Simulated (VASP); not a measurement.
# FeS2 (Pnnm) in VASP: a series of runs

The runs below take FeS2 through single point, with PBE+U.

Everything below comes from runs of VASP 6.6.1. Logs are shortened: lines on timing, memory, paths and dates and some standing lists are left out, and cuts for length are marked.

## Step 1: The cell of the first run

It takes space group Pnnm (No. 58, orthorhombic). The conventional cell has a = 4.462 Å, b = 5.484 Å, c = 3.451 Å, α = 90.00°, β = 90.00°, γ = 90.00°. Within 3.0 Å of Fe (site symmetry 2/m) lie 6 S at 2.27 to 2.29 Å. Within 2.8 Å of S (site symmetry m) lie 1 S at 2.14 Å and 3 Fe at 2.27 to 2.29 Å.

## Step 2: Single point, PBE+U, collinear spin, zero start (14.08 Å³/atom)

INCAR

```
SYSTEM = FeS2
  PREC = Accurate
  ENCUT = 600
  EDIFF = 1E-6
  ISMEAR = 0
  SIGMA = 0.05
  LREAL = .False.
  LASPH = .True.
  NELM = 200
  ALGO = Normal
  ISIF = 2
  LWAVE = .False.
  LCHARG = .False.
  ISPIN = 2
  MAGMOM = 0 0 0 0 0 0
  LORBIT = 11
  LMAXMIX = 4
  LDAU = .True.
  LDAUTYPE = 2
  LDAUL = 2 -1
  LDAUU = 4 0
  LDAUJ = 0 0
  LDAUPRINT = 1
  GGA = PE
  NBANDS = 33
  GGA_COMPAT = .False.
```

KPOINTS

```
regular mesh
0
Gamma
  4 4 6
  0 0 0
```

POSCAR

```
FeS2
1.0
    4.4621042188      0.0000000000      0.0000000000
    0.0000000000      5.4841734016      0.0000000000
    0.0000000000      0.0000000000      3.4512036807
Fe S
2 4
Direct
    0.0000000000      0.0000000000      0.0000000000
    0.5000000000      0.5000000000      0.5000000000
    0.1927831953      0.3835407795      0.0000000000
    0.3072168047      0.8835407795      0.5000000000
    0.8072168047      0.6164592205      0.0000000000
    0.6927831953      0.1164592205      0.5000000000
```

Potentials or basis: VASP PAW PBE potentials, release 64 (Fe, S).

Run with:

```sh
> cat potpaw_PBE.64/Fe/POTCAR potpaw_PBE.64/S/POTCAR > POTCAR
> mpirun -np 1 vasp_std > vasp.out
```

OUTCAR:

```text
SYSTEM = FeS2
   PREC = Accurate
   ENCUT = 600
   EDIFF = 1E-6
   ISMEAR = 0
   LREAL = .False.
   LASPH = .True.
   NELM = 200
   ISIF = 2
   ISPIN = 2
   LORBIT = 11
   GGA = PE

 ion  position               nearest neighbor table
   1  0.000  0.000  0.000-   3 2.27   5 2.27   4 2.29   6 2.29   4 2.29   6 2.29
   2  0.500  0.500  0.500-   4 2.27   6 2.27   5 2.29   3 2.29   3 2.29   5 2.29
   3  0.193  0.384  0.000-   5 2.14   1 2.27   2 2.29   2 2.29
   4  0.307  0.884  0.500-   6 2.14   2 2.27   1 2.29   1 2.29
   5  0.807  0.616  0.000-   3 2.14   1 2.27   2 2.29   2 2.29
   6  0.693  0.116  0.500-   4 2.14   2 2.27   1 2.29   1 2.29

  LATTYP: Found a simple orthorhombic cell.
 ALAT       =     3.4512036807
 B/A-ratio  =     1.2929124536
 C/A-ratio  =     1.5890610665

  Lattice vectors:

 A1 = (   0.0000000000,   0.0000000000,   3.4512036807)
 A2 = (   4.4621042188,   0.0000000000,   0.0000000000)
 A3 = (   0.0000000000,   5.4841734016,   0.0000000000)

Analysis of symmetry for initial positions (statically):
=====================================================================
 Subroutine PRICEL returns:
 Original cell was already a primitive cell.

 Routine SETGRP: Setting up the symmetry group for a
 simple orthorhombic supercell.

 Subroutine GETGRP returns: Found  8 space group operations
 (whereof  4 operations were pure point group operations)
 out of a pool of  8 trial point group operations.

The static configuration has the point symmetry C_2h.
 The point group associated with its full space group is D_2h.

Analysis of symmetry for dynamics (positions and initial velocities):
=====================================================================
 Subroutine PRICEL returns:
 Original cell was already a primitive cell.

 Routine SETGRP: Setting up the symmetry group for a
 simple orthorhombic supercell.

 Subroutine GETGRP returns: Found  8 space group operations
 (whereof  4 operations were pure point group operations)
 out of a pool of  8 trial point group operations.

The dynamic configuration has the point symmetry C_2h.
 The point group associated with its full space group is D_2h.

Analysis of structural, dynamic, and magnetic symmetry:
=====================================================================
 Subroutine PRICEL returns:
 Original cell was already a primitive cell.

 Routine SETGRP: Setting up the symmetry group for a
 simple orthorhombic supercell.

 Subroutine GETGRP returns: Found  8 space group operations
 (whereof  4 operations were pure point group operations)
 out of a pool of  8 trial point group operations.

The overall configuration has the point symmetry C_2h.
 The point group associated with its full space group is D_2h.

 Subroutine INISYM returns: Found  8 space group operations
 (whereof  4 operations are pure point group operations),
 and found     1 'primitive' translations

----------------------------------------------------------------------------------------

                                     Primitive cell

  volume of cell :      84.4542

  direct lattice vectors                    reciprocal lattice vectors
     4.462104219  0.000000000  0.000000000     0.224109512  0.000000000  0.000000000
     0.000000000  5.484173402  0.000000000     0.000000000  0.182342885  0.000000000
     0.000000000  0.000000000  3.451203681     0.000000000  0.000000000  0.289753979

  length of vectors
     4.462104219  5.484173402  3.451203681     0.224109512  0.182342885  0.289753979

  position of ions in fractional coordinates (direct lattice)
     0.000000000  0.000000000  0.000000000
     0.500000000  0.500000000  0.500000000
     0.192783195  0.383540780  0.000000000
     0.307216805  0.883540780  0.500000000
     0.807216805  0.616459220  0.000000000
     0.692783195  0.116459220  0.500000000

  ion indices of the primitive-cell ions
   primitive index   ion index
                 1           1
                 2           2
                 3           3
                 4           4
                 5           5
                 6           6

----------------------------------------------------------------------------------------
[... 105 lines left out ...]
 spin polarized calculation
 Gauss-broadening in eV      SIGMA  =   0.05
  energy-cutoff  :      600.00
  volume of cell :       84.45
 maximum number of plane-waves:      2860
 NGX is ok and might be reduce to    36
   NGX = 17   NGY = 21   NGZ = 13

 number of electron      40.0000018 magnetization       0.0000002

atom =   1  type =  1  l = 2

 onsite density matrix

spin component  1

  0.6784  0.0000  0.1709  0.0000  0.1892
  0.0000  0.7743  0.0000  0.1942  0.0000
  0.1709  0.0000  0.7797  0.0000 -0.1610
  0.0000  0.1942  0.0000  0.3929  0.0000
  0.1892  0.0000 -0.1610  0.0000  0.6527

spin component  2

  0.6784  0.0000  0.1709  0.0000  0.1892
  0.0000  0.7743  0.0000  0.1942  0.0000
  0.1709  0.0000  0.7797  0.0000 -0.1610
  0.0000  0.1942  0.0000  0.3929  0.0000
  0.1892  0.0000 -0.1610  0.0000  0.6527

 occupancies and eigenvectors

  o =  0.3115  v =  0.0000 -0.3868 -0.0000  0.9221 -0.0000  0.0000  0.0000  0.0000  0.0000  0.0000      0.0000  0.0000  0.0000  0.0000  0.0000  0.0000  0.0000  0.0000  0.0000  0.0000
  o =  0.3115  v =  0.0000  0.0000  0.0000  0.0000  0.0000 -0.0000  0.3868  0.0000 -0.9221 -0.0000      0.0000  0.0000  0.0000  0.0000  0.0000  0.0000  0.0000  0.0000  0.0000  0.0000
  o =  0.3484  v =  0.0000  0.0000  0.0000  0.0000  0.0000 -0.6100 -0.0000  0.4778  0.0000  0.6322      0.0000  0.0000  0.0000  0.0000  0.0000  0.0000  0.0000  0.0000  0.0000  0.0000
  o =  0.3484  v =  0.6100  0.0000 -0.4778  0.0000 -0.6322  0.0000  0.0000  0.0000  0.0000  0.0000      0.0000  0.0000  0.0000  0.0000  0.0000  0.0000  0.0000  0.0000  0.0000  0.0000
  o =  0.8522  v =  0.6262 -0.0000 -0.1983 -0.0000  0.7541  0.0000  0.0000  0.0000  0.0000  0.0000      0.0000  0.0000  0.0000  0.0000  0.0000  0.0000  0.0000  0.0000  0.0000  0.0000
  o =  0.8522  v =  0.0000  0.0000  0.0000  0.0000  0.0000  0.6261 -0.0000 -0.1983 -0.0000  0.7541      0.0000  0.0000  0.0000  0.0000  0.0000  0.0000  0.0000  0.0000  0.0000  0.0000
  o =  0.8557  v =  0.0000  0.0000  0.0000  0.0000  0.0000 -0.0000 -0.9221  0.0000 -0.3868 -0.0000      0.0000  0.0000  0.0000  0.0000  0.0000  0.0000  0.0000  0.0000  0.0000  0.0000
  o =  0.8558  v =  0.0000 -0.9221  0.0000 -0.3868 -0.0000  0.0000  0.0000  0.0000  0.0000  0.0000      0.0000  0.0000  0.0000  0.0000  0.0000  0.0000  0.0000  0.0000  0.0000  0.0000
  o =  0.9102  v =  0.0000  0.0000  0.0000  0.0000  0.0000 -0.4856  0.0000 -0.8558  0.0000  0.1782      0.0000  0.0000  0.0000  0.0000  0.0000  0.0000  0.0000  0.0000  0.0000  0.0000
  o =  0.9102  v =  0.4856  0.0000  0.8558  0.0000 -0.1782  0.0000  0.0000  0.0000  0.0000  0.0000      0.0000  0.0000  0.0000  0.0000  0.0000  0.0000  0.0000  0.0000  0.0000  0.0000

atom =   2  type =  1  l = 2

 onsite density matrix

spin component  1

  0.6784  0.0000 -0.1709  0.0000 -0.1892
  0.0000  0.7743  0.0000 -0.1942  0.0000
 -0.1709  0.0000  0.7797  0.0000 -0.1610
  0.0000 -0.1942  0.0000  0.3929  0.0000
 -0.1892  0.0000 -0.1610  0.0000  0.6527

spin component  2

  0.6784  0.0000 -0.1709  0.0000 -0.1892
  0.0000  0.7743  0.0000 -0.1942  0.0000
 -0.1709  0.0000  0.7797  0.0000 -0.1610
  0.0000 -0.1942  0.0000  0.3929  0.0000
 -0.1892  0.0000 -0.1610  0.0000  0.6527

 occupancies and eigenvectors

  o =  0.3115  v =  0.0000 -0.3868  0.0000 -0.9221  0.0000  0.0000  0.0000  0.0000  0.0000  0.0000      0.0000  0.0000  0.0000  0.0000  0.0000  0.0000  0.0000  0.0000  0.0000  0.0000
  o =  0.3115  v =  0.0000  0.0000  0.0000  0.0000  0.0000 -0.0000 -0.3868 -0.0000 -0.9221 -0.0000      0.0000  0.0000  0.0000  0.0000  0.0000  0.0000  0.0000  0.0000  0.0000  0.0000
  o =  0.3484  v =  0.0000  0.0000  0.0000  0.0000  0.0000 -0.6100  0.0000 -0.4778  0.0000 -0.6322      0.0000  0.0000  0.0000  0.0000  0.0000  0.0000  0.0000  0.0000  0.0000  0.0000
  o =  0.3484  v =  0.6100  0.0000  0.4778  0.0000  0.6322  0.0000  0.0000  0.0000  0.0000  0.0000      0.0000  0.0000  0.0000  0.0000  0.0000  0.0000  0.0000  0.0000  0.0000  0.0000
  o =  0.8522  v = -0.6262 -0.0000 -0.1983  0.0000  0.7541  0.0000  0.0000  0.0000  0.0000  0.0000      0.0000  0.0000  0.0000  0.0000  0.0000  0.0000  0.0000  0.0000  0.0000  0.0000
  o =  0.8522  v =  0.0000  0.0000  0.0000  0.0000  0.0000 -0.6261  0.0000 -0.1983 -0.0000  0.7541      0.0000  0.0000  0.0000  0.0000  0.0000  0.0000  0.0000  0.0000  0.0000  0.0000
  o =  0.8557  v =  0.0000  0.0000  0.0000  0.0000  0.0000 -0.0000 -0.9221 -0.0000  0.3868  0.0000      0.0000  0.0000  0.0000  0.0000  0.0000  0.0000  0.0000  0.0000  0.0000  0.0000
  o =  0.8558  v =  0.0000 -0.9221  0.0000  0.3868 -0.0000  0.0000  0.0000  0.0000  0.0000  0.0000      0.0000  0.0000  0.0000  0.0000  0.0000  0.0000  0.0000  0.0000  0.0000  0.0000
  o =  0.9102  v =  0.0000  0.0000  0.0000  0.0000  0.0000 -0.4856 -0.0000  0.8558  0.0000 -0.1782      0.0000  0.0000  0.0000  0.0000  0.0000  0.0000  0.0000  0.0000  0.0000  0.0000
  o =  0.9102  v =  0.4856  0.0000 -0.8558 -0.0000  0.1782  0.0000  0.0000  0.0000  0.0000  0.0000      0.0000  0.0000  0.0000  0.0000  0.0000  0.0000  0.0000  0.0000  0.0000  0.0000

 number of electron      40.0000018 magnetization      -0.0000000

 Free energy of the ion-electron system (eV)
  ---------------------------------------------------
  ext. energy  EPLUGINS =         0.00000000
  ---------------------------------------------------
  free energy    TOTEN  =       -28.89323993 eV

  energy without entropy =      -28.89323993  energy(sigma->0) =      -28.89323993

 E-fermi :   7.1041     XC(G=0): -11.4812

 val. band max:        6.8806012071   @ k =   0.5000   0.0000   0.0000
 cond. band min:       8.6581186875   @ k =   0.0000   0.5000   0.0000
 fundamental gap:      1.7775174804
 Fermi energy:         7.1041251666

 spin component 1

 k-point     1 :       0.0000    0.0000    0.0000
  band No.  band energies     occupation
      1      -9.4258      1.00000
      2      -7.4933      1.00000
      3      -4.8493      1.00000
      4      -4.2021      1.00000
      5      -0.1371      1.00000
      6       1.3597      1.00000
[... 1673 lines left out ...]
     31      15.5375      0.00000
     32      15.5375      0.00000

 [... further k-points ...]

 [bands above 32 left out]

------------------------ aborting loop because EDIFF is reached ----------------------------------------

  FORCE on cell =-STRESS in cart. coord.  units (eV):
  Direction    XX          YY          ZZ          XY          YZ          ZX
  --------------------------------------------------------------------------------------
  -------------------------------------------------------------------------------------
  Total        0.7058049      0.4887042      0.3126308      0.0000000      0.0000000      0.0000000
  in kB       13.3897900      9.2711842      5.9309043      0.0000000      0.0000000      0.0000000
  external PRESSURE =       9.5306261 kB  Pullay stress =       0.0000000 kB

 VOLUME and BASIS-vectors are now :
 -----------------------------------------------------------------------------
  energy-cutoff  :      600.00
  volume of cell :       84.45
      direct lattice vectors                 reciprocal lattice vectors
     4.462104219  0.000000000  0.000000000     0.224109512  0.000000000  0.000000000
     0.000000000  5.484173402  0.000000000     0.000000000  0.182342885  0.000000000
     0.000000000  0.000000000  3.451203681     0.000000000  0.000000000  0.289753979

 POSITION                                       TOTAL-FORCE (eV/Angst)
 -----------------------------------------------------------------------------------
      0.00000      0.00000      0.00000         0.000000      0.000000      0.000000
      2.23105      2.74209      1.72560         0.000000      0.000000      0.000000
      0.86022      2.10340      0.00000        -0.028734     -0.002638     -0.000000
      1.37083      4.84549      1.72560         0.028734     -0.002638      0.000000
      3.60189      3.38077      0.00000         0.028734      0.002638      0.000000
      3.09127      0.63868      1.72560        -0.028734      0.002638     -0.000000
 -----------------------------------------------------------------------------------
    total drift:                                0.000000      0.000000      0.000000

  FREE ENERGIE OF THE ION-ELECTRON SYSTEM (eV)
  ---------------------------------------------------
  free  energy   TOTEN  =       -28.8932399250 eV

  energy  without entropy=      -28.8932399250  energy(sigma->0) =      -28.89323993

 total charge

# of ion       s       p       d       tot
------------------------------------------
    1        0.402   0.575   6.521   7.498
    2        0.402   0.575   6.521   7.498
    3        1.340   2.336   0.000   3.676
    4        1.340   2.336   0.000   3.676
    5        1.340   2.336   0.000   3.676
    6        1.340   2.336   0.000   3.676
--------------------------------------------------
tot          6.165  10.494  13.042  29.701

 magnetization (x)

# of ion       s       p       d       tot
------------------------------------------
    1        0.000   0.000  -0.000  -0.000
    2        0.000   0.000  -0.000  -0.000
    3       -0.000   0.000   0.000   0.000
    4       -0.000   0.000   0.000   0.000
    5       -0.000   0.000   0.000   0.000
    6       -0.000   0.000   0.000   0.000
--------------------------------------------------
tot          0.000   0.000  -0.000   0.000
```

Run time: 4.4 min. Hardware: 1 thread of Oxide Virtual Turin-like, shared host; peak memory 0.31 GiB.

Results:

| Quantity | Value |
| --- | --- |
| Free energy | -28.8932 eV |
| Pressure | 1.0 GPa |
| Largest force | 0.029 eV/Å |
| Band gap on the k mesh | 1.78 eV (least direct gap 2.25 eV) |
| Net moment | 0.00 μB per cell |
| Valence electrons inside the program's atomic spheres | Fe 7.50; S 3.68 |

Forces on the atoms (eV/Å):
```
Fe   0.000  0.000  0.000
Fe   0.000  0.000  0.000
S   -0.029 -0.003  0.000
S    0.029 -0.003  0.000
S    0.029  0.003  0.000
S   -0.029  0.003  0.000
```

Levels at points of the mesh, in eV from the valence-band top:
Spin up:
```
           k point  band 18  band 19  band 20  band 21  band 22  band 23
(0.00, 0.00, 0.00)    -1.06    -1.04    -0.64     1.99     2.14     3.52
(0.50, 0.00, 0.00)    -1.03     0.00     0.00     2.50     2.50     2.54
(0.00, 0.50, 0.00)    -1.06    -0.76    -0.76     1.78     1.78     2.98
(0.50, 0.50, 0.00)    -0.86    -0.80    -0.80     2.07     2.07     2.58
(0.00, 0.00, 0.50)    -1.15    -1.05    -1.05     2.27     2.27     2.52
(0.50, 0.00, 0.50)    -1.08    -0.91    -0.91     2.25     2.25     2.90
(0.00, 0.50, 0.50)    -1.58    -1.05    -1.05     1.92     1.92     2.77
(0.50, 0.50, 0.50)    -1.04    -0.97    -0.97     2.35     2.35     2.88
```
Spin down:
```
           k point  band 17  band 18  band 19  band 20  band 21  band 22  band 23  band 24
(0.00, 0.00, 0.00)    -1.07    -1.06    -1.04    -0.64     1.99     2.14     3.52     3.69
(0.50, 0.00, 0.00)    -1.03    -1.03     0.00     0.00     2.50     2.50     2.54     2.54
(0.00, 0.50, 0.00)    -1.06    -1.06    -0.76    -0.76     1.78     1.78     2.98     2.98
(0.50, 0.50, 0.00)    -0.86    -0.86    -0.80    -0.80     2.07     2.07     2.58     2.58
(0.00, 0.00, 0.50)    -1.15    -1.15    -1.05    -1.05     2.27     2.27     2.52     2.52
(0.50, 0.00, 0.50)    -1.08    -1.08    -0.91    -0.91     2.25     2.25     2.90     2.90
(0.00, 0.50, 0.50)    -1.58    -1.58    -1.05    -1.05     1.92     1.92     2.77     2.77
(0.50, 0.50, 0.50)    -1.04    -1.04    -0.97    -0.97     2.35     2.35     2.88     2.88
```

Eigenvalues of the final occupation matrices:
```tsv
site	spin	trace	eigenvalues
site 1 d	1	3.28	0.31 0.35 0.85 0.86 0.91
site 1 d	2	3.28	0.31 0.35 0.85 0.86 0.91
site 2 d	1	3.28	0.31 0.35 0.85 0.86 0.91
site 2 d	2	3.28	0.31 0.35 0.85 0.86 0.91
```

Caveat: no moment was typed at the start, so none could form. A k mesh can miss the band edges.

## Step 3: Single point, PBE+U, collinear spin, zero start (14.19 Å³/atom)

This run uses another cell than the first one, of 14.19 Å³/atom.

Changes to INCAR since step 2:

```diff
@@ -12,3 +12,3 @@
   LWAVE = .False.
-  LCHARG = .False.
+  LCHARG = .True.
   ISPIN = 2
@@ -24,2 +24,4 @@
   GGA = PE
+  LELF = .True.
+  LVHAR = .True.
   NBANDS = 33
```

KPOINTS is that of step 2.

POSCAR

```
FeS2
1.0
    4.4748368131      0.0000000000      0.0000000000
    0.0000000000      5.4995976275      0.0000000000
    0.0000000000      0.0000000000      3.4588063669
Fe S
2 4
Direct
    0.0000000000      0.0000000000      0.0000000000
    0.5000000000      0.5000000000      0.5000000000
    0.1921169889      0.3839116978      0.0000000000
    0.3078830111      0.8839116978      0.5000000000
    0.8078830111      0.6160883022      0.0000000000
    0.6921169889      0.1160883022      0.5000000000
```

Potentials or basis: VASP PAW PBE potentials, release 64 (Fe, S).

Run with:

```sh
> cat potpaw_PBE.64/Fe/POTCAR potpaw_PBE.64/S/POTCAR > POTCAR
> mpirun -np 1 vasp_std > vasp.out
```

Wall time 4.6 min (1 thread of Oxide Virtual Turin-like, shared host); peak memory 0.31 GiB.

It converged, with:

* Free energy: -28.8959 eV
* Pressure: 0.1 GPa
* Largest force: 0.013 eV/Å
* Band gap on the k mesh: 1.78 eV (least direct gap 2.26 eV)
* Net moment: 0.00 μB per cell
* Valence electrons inside the program's atomic spheres: Fe 7.47; S 3.67

Forces on the atoms (eV/Å):
```
Fe   0.000  0.000  0.000
Fe   0.000  0.000  0.000
S   -0.001 -0.013  0.000
S    0.001 -0.013  0.000
S    0.001  0.013  0.000
S   -0.001  0.013  0.000
```

Stress tensor (GPa, compression positive):
```
 0.48  0.00  0.00
 0.00  0.08  0.00
 0.00  0.00 -0.13
```

Levels at points of the mesh, in eV from the valence-band top:
Spin up:
| k point | band 17 | band 18 | band 19 | band 20 | band 21 | band 22 | band 23 | band 24 |
| --- | --- | --- | --- | --- | --- | --- | --- | --- |
| (0.00, 0.00, 0.00) | -1.07 | -1.05 | -1.04 | -0.65 | 2.01 | 2.13 | 3.51 | 3.67 |
| (0.50, 0.00, 0.00) | -1.03 | -1.03 | 0.00 | 0.00 | 2.50 | 2.50 | 2.52 | 2.52 |
| (0.00, 0.50, 0.00) | -1.05 | -1.05 | -0.77 | -0.77 | 1.78 | 1.78 | 2.96 | 2.96 |
| (0.50, 0.50, 0.00) | -0.85 | -0.85 | -0.80 | -0.80 | 2.06 | 2.06 | 2.57 | 2.57 |
| (0.00, 0.00, 0.50) | -1.15 | -1.15 | -1.05 | -1.05 | 2.26 | 2.26 | 2.51 | 2.51 |
| (0.50, 0.00, 0.50) | -1.08 | -1.08 | -0.91 | -0.91 | 2.25 | 2.25 | 2.90 | 2.90 |
| (0.00, 0.50, 0.50) | -1.57 | -1.57 | -1.05 | -1.05 | 1.91 | 1.91 | 2.76 | 2.76 |
| (0.50, 0.50, 0.50) | -1.04 | -1.04 | -0.97 | -0.97 | 2.35 | 2.35 | 2.86 | 2.86 |
Spin down:
| k point | band 16 | band 17 | band 18 | band 19 | band 20 | band 21 | band 22 | band 23 | band 24 | band 25 |
| --- | --- | --- | --- | --- | --- | --- | --- | --- | --- | --- |
| (0.00, 0.00, 0.00) | -1.30 | -1.07 | -1.05 | -1.04 | -0.65 | 2.01 | 2.13 | 3.51 | 3.67 | 4.05 |
| (0.50, 0.00, 0.00) | -1.42 | -1.03 | -1.03 | 0.00 | 0.00 | 2.50 | 2.50 | 2.52 | 2.52 | 3.31 |
| (0.00, 0.50, 0.00) | -1.25 | -1.05 | -1.05 | -0.77 | -0.77 | 1.78 | 1.78 | 2.96 | 2.96 | 3.66 |
| (0.50, 0.50, 0.00) | -1.10 | -0.85 | -0.85 | -0.80 | -0.80 | 2.06 | 2.06 | 2.57 | 2.57 | 3.74 |
| (0.00, 0.00, 0.50) | -1.30 | -1.15 | -1.15 | -1.05 | -1.05 | 2.26 | 2.26 | 2.51 | 2.51 | 2.83 |
| (0.50, 0.00, 0.50) | -1.22 | -1.08 | -1.08 | -0.91 | -0.91 | 2.25 | 2.25 | 2.90 | 2.90 | 4.16 |
| (0.00, 0.50, 0.50) | -1.75 | -1.57 | -1.57 | -1.05 | -1.05 | 1.91 | 1.91 | 2.76 | 2.76 | 3.55 |
| (0.50, 0.50, 0.50) | -1.60 | -1.04 | -1.04 | -0.97 | -0.97 | 2.35 | 2.35 | 2.86 | 2.86 | 3.38 |

Eigenvalues of the final occupation matrices:
```csv
site,spin,trace,eigenvalues
site 1 d,1,3.27,0.31 0.34 0.85 0.86 0.91
site 1 d,2,3.27,0.31 0.34 0.85 0.86 0.91
site 2 d,1,3.27,0.31 0.34 0.85 0.86 0.91
site 2 d,2,3.27,0.31 0.34 0.85 0.86 0.91
```

Caveat: no moment was typed at the start, so none could form. A k mesh can miss the band edges.
